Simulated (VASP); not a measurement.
The system is CSe2.

```xyz
6
Lattice="4.6596 0.0000 0.0000 0.8101 4.5887 0.0000 0.0000 0.0000 9.4627" Properties=species:S:1:pos:R:3 pbc="T T T"
C     2.7348    2.2943    4.7313
C     0.0000    0.0000    0.0000
Se    3.5526    1.3196    5.8727
Se    1.9171    3.2691    3.5900
Se    3.8419    0.9747    1.1413
Se    1.6278    3.6139    8.3213
```

```yaml
Program: VASP 6.6.1
Task: relaxation of cell and atoms
Functional: r2SCAN
Potentials_or_basis: VASP PAW PBE potentials, release 64 (C, Se)
Cutoff: 600 eV
k_mesh: 5 × 5 × 3
Occupations: fermi-dirac, width 0.05 eV
Spin: no spin polarisation
```

At the start: pressure -1.2 GPa; volume 33.72 Å³/atom.

Q: Where does the relaxation end?

A: Over 14 steps the energy falls by 5.0 meV/atom and the volume is 31.14 Å³/atom (-7.6 %); space group Cmce (No. 64, to 0.05 Å).

Step by step:
```tsv
step	energy change (eV)	largest force (eV/Å)	pressure (GPa)	volume (Å³)
1	0.0000	0.5299	-1.22	202.32
2	0.1296	1.9075	3.32	194.91
3	-0.0170	0.0319	-0.17	200.37
4	-0.0170	0.0445	-0.15	200.33
5	-0.0184	0.0418	-0.14	199.47
6	-0.0222	0.0349	-0.12	196.88
7	-0.0277	0.0219	-0.07	191.77
8	-0.0272	0.0150	0.13	181.77
9	-0.0296	0.0166	0.02	187.24
10	-0.0296	0.0159	0.02	186.91
11	-0.0289	0.1285	-0.26	187.23
12	-0.0296	0.0131	-0.02	186.95
13	-0.0298	0.0107	-0.01	186.93
14	-0.0301	0.0068	0.01	186.86
```

Final structure:
```xyz
6
Lattice="4.5405 -0.0680 0.0000 0.7224 4.4832 0.0000 0.0000 0.0000 9.1575" Properties=species:S:1:pos:R:3 pbc="T T T"
C     2.6314    2.2076    4.5788
C     0.0000    0.0000    9.1575
Se    3.4473    1.2350    5.7030
Se    1.8155    3.1801    3.4545
Se    3.7246    0.9045    1.1242
Se    1.5383    3.5106    8.0333
```

Caveat: the PAW data sets were made with another functional, which shifts forces and pressure a little.
